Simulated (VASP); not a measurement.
# WS2 in VASP: single point with PBE+D3(BJ)

Aim: the single point of WS2 with PBE+D3(BJ).

Program: VASP 6.6.1. These are calculated values, not measurements. Logs are shortened: lines on timing, memory, paths and dates and some standing lists are left out, and cuts for length are marked.

**1. The cell of the first run**

The cell holds a slab with vacuum, 6 atoms: a = 3.160 Å, b = 3.160 Å, c = 23.804 Å, α = 90.00°, β = 90.00°, γ = 120.00°.

**2. Single point, PBE+D3(BJ)**

File INCAR:

```
ALGO = Normal ; DIPOL = 0.5 0.5 0.394
EDIFF = 1E-7 ; ENCUT = 520
GGA = PE ; IDIPOL = 3
ISIF = 2 ; ISMEAR = 0
IVDW = 12 ; LASPH = T
LCHARG = F ; LDIPOL = T
LREAL = F ; LWAVE = F
NBANDS = 35 ; NELM = 80
PREC = Accurate ; SIGMA = 0.05
```

File KPOINTS:

```
k-points
0
Gamma
  9 9 1
```

File POSCAR:

```
WS2
1.0
    3.1595457497      0.0000000000      0.0000000000
   -1.5797728749      2.7362468836      0.0000000000
    0.0000000000      0.0000000000     23.8042575719
S W
4 2
Direct
    0.3333333333      0.6666666667      0.1890418126
    0.3333333333      0.6666666667      0.3214605103
    0.3333333333      1.0000000000      0.4659724737
    0.3333333333      1.0000000000      0.5983911714
    0.6666666667      0.3333333333      0.2552511581
    0.6666666667      0.6666666667      0.5321818192
```

Potentials or basis: VASP PAW PBE potentials, release 64 (S, W_sv).

Started as:

```
> cat potpaw_PBE.64/S/POTCAR potpaw_PBE.64/W_sv/POTCAR > POTCAR
> mpirun -np 1 vasp_std > vasp.out
```

OUTCAR:

```text
EDIFF = 1E-7
   ENCUT = 520
   GGA = PE
   ISIF = 2
   ISMEAR = 0
   IVDW = 12
   LASPH = T
   LREAL = F
   NELM = 80
   PREC = Accurate
 IVDW          = 12

 ion  position               nearest neighbor table
   1  0.333  0.667  0.189-   5 2.41   5 2.41   5 2.41
   2  0.333  0.667  0.321-   5 2.41   5 2.41   5 2.41
   3  0.333  0.000  0.466-   6 2.41   6 2.41   6 2.41
   4  0.333  0.000  0.598-   6 2.41   6 2.41   6 2.41
   5  0.667  0.333  0.255-   1 2.41   1 2.41   1 2.41   2 2.41   2 2.41   2 2.41
   6  0.667  0.667  0.532-   3 2.41   3 2.41   3 2.41   4 2.41   4 2.41   4 2.41

  LATTYP: Found a hexagonal cell.
 ALAT       =     3.1595457497
 C/A-ratio  =     7.5340759266

  Lattice vectors:

 A1 = (   3.1595457497,   0.0000000000,   0.0000000000)
 A2 = (  -1.5797728749,   2.7362468836,   0.0000000000)
 A3 = (   0.0000000000,   0.0000000000,  23.8042575719)

Analysis of symmetry for initial positions (statically):
=====================================================================
 Subroutine PRICEL returns:
 Original cell was already a primitive cell.

 Routine SETGRP: Setting up the symmetry group for a
 hexagonal supercell.

 Subroutine GETGRP returns: Found  2 space group operations
 (whereof  1 operations were pure point group operations)
 out of a pool of 24 trial point group operations.

The static configuration has the point symmetry C_1 .
 The point group associated with its full space group is C_2 .

Analysis of symmetry for dynamics (positions and initial velocities):
=====================================================================
 Subroutine PRICEL returns:
 Original cell was already a primitive cell.

 Routine SETGRP: Setting up the symmetry group for a
 hexagonal supercell.

 Subroutine GETGRP returns: Found  2 space group operations
 (whereof  1 operations were pure point group operations)
 out of a pool of 24 trial point group operations.

The dynamic configuration has the point symmetry C_1 .
 The point group associated with its full space group is C_2 .

 Subroutine INISYM returns: Found  2 space group operations
 (whereof  1 operations are pure point group operations),
 and found     1 'primitive' translations

----------------------------------------------------------------------------------------

                                     Primitive cell

  volume of cell :     205.7949

  direct lattice vectors                    reciprocal lattice vectors
     3.159545750  0.000000000  0.000000000     0.316501193  0.182732049  0.000000000
    -1.579772875  2.736246884  0.000000000     0.000000000  0.365464098  0.000000000
     0.000000000  0.000000000 23.804257572     0.000000000  0.000000000  0.042009292

  length of vectors
     3.159545750  3.159545750 23.804257572     0.365464098  0.365464098  0.042009292

  position of ions in fractional coordinates (direct lattice)
     0.333333333  0.666666667  0.189041813
     0.333333333  0.666666667  0.321460510
     0.333333333  0.000000000  0.465972474
     0.333333333  0.000000000  0.598391171
     0.666666667  0.333333333  0.255251158
     0.666666667  0.666666667  0.532181819

  ion indices of the primitive-cell ions
   primitive index   ion index
                 1           1
                 2           2
                 3           3
                 4           4
                 5           5
                 6           6

----------------------------------------------------------------------------------------

 KPOINTS: k-points

Automatic generation of k-mesh.
 Grid dimensions read from file:
 generate k-points for:    9    9    1

 Generating k-lattice:

  Cartesian coordinates                     Fractional coordinates (reciprocal lattice)
     0.035166799  0.020303561  0.000000000     0.111111111 -0.000000000  0.000000000
     0.000000000  0.040607122  0.000000000     0.000000000  0.111111111  0.000000000
     0.000000000  0.000000000  0.042009292     0.000000000  0.000000000  1.000000000

  Length of vectors
     0.040607122  0.040607122  0.042009292

  Shift w.r.t. Gamma in fractional coordinates (k-lattice)
     0.000000000  0.000000000  0.000000000

 Subroutine IBZKPT returns following result:
 ===========================================

 Found     25 irreducible k-points:

 Following reciprocal coordinates:
            Coordinates               Weight
  0.000000  0.000000  0.000000      1.000000
  0.111111 -0.000000  0.000000      2.000000
  0.000000  0.111111  0.000000      4.000000
  0.222222  0.000000  0.000000      2.000000
  0.000000  0.222222  0.000000      4.000000
  0.333333 -0.000000  0.000000      2.000000
[... 16 lines left out ...]
 -0.222222 -0.444444  0.000000      4.000000
  0.444444  0.333333  0.000000      4.000000
   k-points           NKPTS =     25   k-points in BZ     NKDIM =     25   number of bands    NBANDS=     35
   number of dos      NEDOS =    301   number of ions     NIONS =      6
   total plane-waves  NPLWV = 103680
   dimension x,y,z NGX =    24 NGY =   24 NGZ =  180
   dimension x,y,z NGXF=    48 NGYF=   48 NGZF=  360
   ions per type =               4   2
   NGX,Y,Z   is equivalent  to a cutoff of  12.63, 12.63, 12.57 a.u.
   NGXF,Y,Z  is equivalent  to a cutoff of  25.26, 25.26, 25.14 a.u.
 SYSTEM =  unknown system
   PREC   = accura    normal or accurate (medium, high low for compatibility)
   ISTART =      0    job   : 0-new  1-cont  2-samecut
   ICHARG =      2    charge: 1-file 2-atom 10-const
   ISPIN  =      1    spin polarized calculation?
   LNONCOLLINEAR =      F non collinear calculations
   LSORBIT =      F    spin-orbit coupling
   LASPH  =      T    aspherical Exc in radial PAW
   ENCUT  =  520.0 eV  38.22 Ry    6.18 a.u.   5.87  5.87 44.26*2*pi/ulx,y,z
   NELM   =     80;   NELMIN=  2; NELMDL= -5     # of ELM steps
   EDIFF  = 0.1E-06   stopping-criterion for ELM
   LREAL  =      F    real-space projection
   EDIFFG = 0.1E-05   stopping-criterion for IOM
   NSW    =      0    number of steps for IOM
   IBRION =     -1    ionic relax: 0-MD 1-quasi-New 2-CG
   NFREE  =      0    steps in history (QN), initial steepest desc. (CG)
   ISIF   =      2    stress and relaxation
   ISYM   =      2    0-nonsym 1-usesym 2-fastsym
   POTIM  = 0.5000    time-step for ionic-motion
   TEBEG  =    0.0;   TEEND  =   0.0 temperature during run
   PSTRESS=    0.0 pullay stress
   NELECT =      52.0000    total number of electrons
   NUPDOWN=      -1.0000    fix difference up-down
   EMIN   =  10.00;   EMAX   =-10.00  energy-range for DOS
   EFERMI =   0.00;   METHOD = LEGACY
   ISMEAR =     0;   SIGMA  =   0.05  broadening in eV -4-tet -1-fermi 0-gaus
   EFERMI_NEDOS =   21; number of points for ismear=-14 and -15
   IALGO  =     38    algorithm
   IMIX   =      4    mixing-type and parameters
     AMIX     =   0.40;   BMIX     =  1.00
     AMIX_MAG =   1.60;   BMIX_MAG =  1.00
  volume/ion in A,a.u.               =      34.30       231.46
  Fermi-wavevector in a.u.,A,eV,Ry     =   1.034978  1.955825 14.574279  1.071179
  Thomas-Fermi vector in A             =   2.169299
   LORBIT       =      0    0 simple, 1 ext, 2 COOP (PROOUT), +10 PAW based schemes
   GGA     = PE    functional components
   LHFCALC =     F    Hartree Fock is set to
   AEXX    =    0.0000 exact exchange contribution
   IVDW    =    12    specifies the selected vdW correction
   LEPSILON=     F    determine dielectric tensor
   LRPA    =     F    only Hartree local field effects (RPA)
 non-spin polarized calculation
 Gauss-broadening in eV      SIGMA  =   0.05
  energy-cutoff  :      520.00
  volume of cell :      205.79
 maximum number of plane-waves:      5566
   NGX = 11   NGY = 11   NGZ = 89

 dipolmoment           0.000000      0.000000      0.000040 electrons x Angstroem

 number of electron      51.9999994 magnetization

 dipolmoment           0.000000      0.000000     -0.000004 electrons x Angstroem

 Free energy of the ion-electron system (eV)
  ---------------------------------------------------
  ext. energy  EPLUGINS =         0.00000000
  ---------------------------------------------------
  free energy    TOTEN  =       -47.30830519 eV

  energy without entropy =      -47.30830519  energy(sigma->0) =      -47.30830519

 E-fermi :   1.3476     XC(G=0):  -6.1578

 val. band max:        0.9952467436   @ k =   0.0000   0.0000   0.0000
 cond. band min:       2.7365220314   @ k =   0.3333   0.3333   0.0000
 fundamental gap:      1.7412752878
 Fermi energy:         1.3476318308

 k-point     1 :       0.0000    0.0000    0.0000
  band No.  band energies     occupation
      1     -73.1930      2.00000
      2     -73.1930      2.00000
      3     -37.4454      2.00000
      4     -37.4454      2.00000
      5     -37.2704      2.00000
      6     -37.2704      2.00000
[... 27 lines left out ...]
     34       3.8926      0.00000
     35       5.8636      0.00000

 k-point     2 :       0.1111   -0.0000    0.0000
  band No.  band energies     occupation
      1     -73.1908      2.00000
      2     -73.1908      2.00000
      3     -37.4377      2.00000
      4     -37.4377      2.00000
      5     -37.3130      2.00000
      6     -37.3130      2.00000
[... 27 lines left out ...]
     34       4.1217      0.00000
     35       6.2259      0.00000

 k-point     3 :       0.0000    0.1111    0.0000
  band No.  band energies     occupation
      1     -73.1908      2.00000
      2     -73.1908      2.00000
      3     -37.4377      2.00000
      4     -37.4377      2.00000
      5     -37.3132      2.00000
      6     -37.3129      2.00000
[... 27 lines left out ...]
     34       4.1169      0.00000
     35       6.2264      0.00000
[... 723 lines left out ...]
 k-point    23 :      -0.2222   -0.4444    0.0000
  band No.  band energies     occupation
      1     -73.1733      2.00000
      2     -73.1732      2.00000
      3     -37.5734      2.00000
      4     -37.5733      2.00000
      5     -37.4387      2.00000
      6     -37.4385      2.00000
[... 27 lines left out ...]
     34       6.0989      0.00000
     35       6.9783      0.00000

 k-point    24 :       0.4444    0.3333    0.0000
  band No.  band energies     occupation
      1     -73.1733      2.00000
      2     -73.1732      2.00000
      3     -37.5735      2.00000
      4     -37.5732      2.00000
      5     -37.4387      2.00000
      6     -37.4385      2.00000
[... 27 lines left out ...]
     34       6.1025      0.00000
     35       6.9726      0.00000

 [... further k-points ...]

------------------------ aborting loop because EDIFF is reached ----------------------------------------

 vacuum level on the upper side and lower side of the slab       (xc-potential included)        -0.091        -0.093

 Edisp (eV)   -2.11484

 E8    (eV) :    -0.9183

  FORCE on cell =-STRESS in cart. coord.  units (eV):
  Direction    XX          YY          ZZ          XY          YZ          ZX
  --------------------------------------------------------------------------------------
  -------------------------------------------------------------------------------------
  Total      -0.23438    -0.20034    -0.49045    -0.02948     0.12807    -0.07394
  in kB      -1.82474    -1.55972    -3.81830    -0.22951     0.99703    -0.57563
  external pressure =       -2.40 kB  Pullay stress =        0.00 kB

 VOLUME and BASIS-vectors are now :
 -----------------------------------------------------------------------------
  energy-cutoff  :      520.00
  volume of cell :      205.79
      direct lattice vectors                 reciprocal lattice vectors
     3.159545750  0.000000000  0.000000000     0.316501193  0.182732049  0.000000000
    -1.579772875  2.736246884  0.000000000     0.000000000  0.365464098  0.000000000
     0.000000000  0.000000000 23.804257572     0.000000000  0.000000000  0.042009292

 POSITION                                       TOTAL-FORCE (eV/Angst)
 -----------------------------------------------------------------------------------
     -0.00000      1.82416      4.50000         0.000756      0.000763      0.004364
     -0.00000      1.82416      7.65213         0.014658     -0.027695      0.024964
      1.05318      0.00000     11.09213        -0.016655      0.026542     -0.024964
      1.05318      0.00000     14.24426         0.001039      0.000273     -0.004364
      1.57977      0.91208      6.07606         0.003308     -0.005496      0.042882
      1.05318      1.82416     12.66819        -0.003106      0.005613     -0.042882
 -----------------------------------------------------------------------------------
    total drift:                               -0.000061     -0.000036     -0.000430

  FREE ENERGIE OF THE ION-ELECTRON SYSTEM (eV)
  ---------------------------------------------------
  free  energy   TOTEN  =       -49.4231471907 eV

  energy  without entropy=      -49.4231471907  energy(sigma->0) =      -49.42314719

 vacuum level on the upper side and lower side of the slab         6.399         6.399
```

Run time: 9.9 min. Hardware: 1 thread of AMD EPYC 7R13, shared host; peak memory 0.36 GiB.

What came out:

```yaml
Free_energy: -49.4231 eV
Largest_force: 0.043 eV/Å
Band_gap_on_the_k_mesh: 1.74 eV, indirect (least direct gap 1.91 eV)
Dispersion_energy_per_atom: -0.352 eV
```

Forces in eV/Å, atoms in the order of the input:
```
S    0.001  0.001  0.004
S    0.015 -0.028  0.025
S   -0.017  0.027 -0.025
S    0.001  0.000 -0.004
W    0.003 -0.005  0.043
W   -0.003  0.006 -0.043
```

Caveat: spin-orbit coupling is left out, which moves the levels of the heavy elements.
